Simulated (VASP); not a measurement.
## In3GaP4: relaxation of cell and atoms with PBE

In3GaP4:

```xyz
8
Lattice="6.5095 -1.9627 0.0000 6.5095 1.9627 0.0000 -1.1835 0.0000 6.6951" Properties=species:S:1:pos:R:3 pbc="T T T"
Ga    0.0000    0.0000    0.0000
In    5.9177    0.0000    3.3475
In    2.3671    0.0000    5.0213
In    9.4683    0.0000    1.6738
P     7.1012    0.0000    1.2553
P     0.0000    0.0000    4.6029
P     9.4683    0.0000    6.2767
P     3.5506    0.0000    2.9291
```

```
Program                : VASP 6.6.1
Task                   : relaxation of cell and atoms
Functional             : PBE
Potentials or basis    : VASP PAW PBE potentials, release 64 (Ga_d, In_d, P)
Cutoff                 : 600 eV
k mesh                 : 6 × 6 × 4
Occupations            : fermi-dirac, width 0.02 eV
Spin                   : no spin polarisation
Dipole correction      : no
Further INCAR settings : ALGO = Normal; EDIFF = 1e-06; IBRION = 2; EDIFFG = -0.005; NSW = 80; ISIF = 3
```

```yaml
Relaxed_volume: 24.97 Å³/atom
Relaxed_cell: a = 7.157 Å, b = 7.157 Å, c = 7.166 Å, α = 99.51°, β = 99.51°, γ = 33.54°
Space_group_after_relaxing_to_0.1_Å: Cm (No. 8)
Energy_gained_by_relaxing: 181.8 meV/atom
Ionic_steps: 17
Pressure_after_relaxing: 0.0 GPa
Largest_force_after_relaxing: 0.004 eV/Å
Band_gap_on_the_k_mesh: 0.52 eV
```

Forces on the atoms (eV/Å):
```
Ga   0.000  0.000  0.000
In   0.001  0.000 -0.001
In   0.000  0.000  0.000
In   0.000  0.000  0.004
P   -0.004  0.000  0.000
P    0.000  0.000 -0.001
P    0.004  0.000  0.000
P   -0.001  0.000 -0.002
```

The path:
```csv
step,energy change (eV),largest force (eV/Å),pressure (GPa),volume (Å³)
1,0.0000,1.9068,14.90,171.07
2,-0.9317,0.2320,-5.54,225.20
3,-1.3694,0.6408,-0.50,202.33
4,-1.3693,0.6562,-0.32,201.67
5,-1.4168,0.4172,-0.09,200.54
6,-1.4454,0.1962,0.35,198.73
7,-1.4455,0.1963,0.33,198.84
8,-1.4507,0.1052,-0.19,200.41
9,-1.4507,0.1018,-0.21,200.46
10,-1.4526,0.0440,-0.02,199.81
11,-1.4527,0.0506,0.03,199.66
12,-1.4532,0.0387,0.02,199.70
13,-1.4537,0.0366,-0.02,199.84
14,-1.4540,0.0194,0.00,199.77
15,-1.4540,0.0196,0.00,199.77
16,-1.4540,0.0079,-0.01,199.78
17,-1.4540,0.0042,-0.01,199.79
```

Final structure:
```xyz
8
Lattice="6.8528 -2.0653 0.0046 6.8528 2.0653 0.0046 -1.2413 0.0000 7.0573" Properties=species:S:1:pos:R:3 pbc="T T T"
Ga   -1.2386    0.0000    7.0504
In    6.2310    0.0000    3.5325
In    2.5188    0.0000    5.3368
In    9.9394    0.0000    1.7290
P     7.4127    0.0000    1.2068
P    -0.0309    0.0000    4.9613
P    10.1101    0.0000    6.6519
P     3.7045    0.0000    3.0831
```

Levels at points of the mesh, in eV from the valence-band top:
```csv
k point,band 34,band 35,band 36,band 37,band 38,band 39
"(0.00, 0.00, 0.00)",-0.08,-0.04,0.00,0.52,1.40,2.30
"(0.50, 0.00, 0.00)",-2.20,-1.49,-1.39,2.95,3.01,3.15
"(0.50, 0.50, 0.00)",-0.59,-0.48,-0.44,1.17,1.52,1.82
"(0.00, 0.00, 0.50)",-0.94,-0.89,-0.81,2.03,2.63,2.73
"(0.50, 0.00, 0.50)",-1.61,-0.98,-0.95,1.34,1.78,2.08
"(0.50, 0.50, 0.50)",-1.53,-0.68,-0.49,1.86,2.52,2.57
```

Run time: 75 min on 1 thread of AMD EPYC 9755 128-Core Processor, with other jobs on the host, peak memory 0.65 GiB.

Caveat: the volume moved by over 15 % at a fixed basis, so the end points are rough; spin-orbit coupling is left out, which moves the levels of the heavy elements.
